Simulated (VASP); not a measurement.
## Sb: relaxation of cell and atoms with PBEsol

Sb:

```
Sb
1.0
     2.92395    0.00000    0.00000
     0.00000    2.92395    0.00000
     0.00000    0.00000    2.92395
Sb
1
Cartesian
  0.0000 0.0000 0.0000
```

* Program: VASP 6.6.1
* Task: relaxation of cell and atoms
* Functional: PBEsol
* Potentials or basis: VASP PAW PBE potentials, release 64 (Sb)
* Cutoff: 600 eV
* k mesh: 14 × 14 × 14
* Occupations: gaussian, width 0.1 eV
* Spin: no spin polarisation
* Target pressure: 12 GPa
* Dipole correction: no
* Further INCAR settings: ALGO = Normal; EDIFF = 1e-07; IBRION = 2; EDIFFG = -0.008; NSW = 70; ISIF = 3

```json
{
  "Pressure after relaxing": "12.0 GPa"
}
```

Final structure:
```cif
data_structure
_symmetry_space_group_name_H-M 'P 1'
_symmetry_Int_Tables_number 1
_cell_length_a 2.9239
_cell_length_b 2.9239
_cell_length_c 2.9239
_cell_angle_alpha 90.000
_cell_angle_beta 90.000
_cell_angle_gamma 90.000
_cell_volume 25.00
loop_
_atom_site_label
_atom_site_type_symbol
_atom_site_fract_x
_atom_site_fract_y
_atom_site_fract_z
_atom_site_occupancy
Sb1 Sb 0.00000 0.00000 0.00000 1
```

Levels at points of the mesh, in eV from the Fermi level:
```tsv
k point	band 1	band 2	band 3	band 4	band 5	band 6
(0.00, 0.00, 0.00)	-13.90	3.72	3.72	3.72	7.17	7.17
(0.50, 0.00, 0.00)	-10.76	-6.91	6.38	6.38	9.63	10.98
(0.50, 0.50, 0.00)	-7.34	-4.38	-4.38	1.43	9.25	13.75
(0.50, 0.50, 0.50)	-3.35	-1.97	-1.97	-1.97	4.57	4.57
```

Wall time 16 s on 1 thread of Intel Xeon 8259CL, on a shared host, peak memory 0.15 GiB.

Caveat: the relaxation stopped at its first step, so nothing moved; the cell is relaxed towards a set pressure, so the enthalpy falls and the energy may rise; the PAW data sets were made with another functional, which shifts forces and pressure a little; spin-orbit coupling is left out, which moves the levels of the heavy elements.
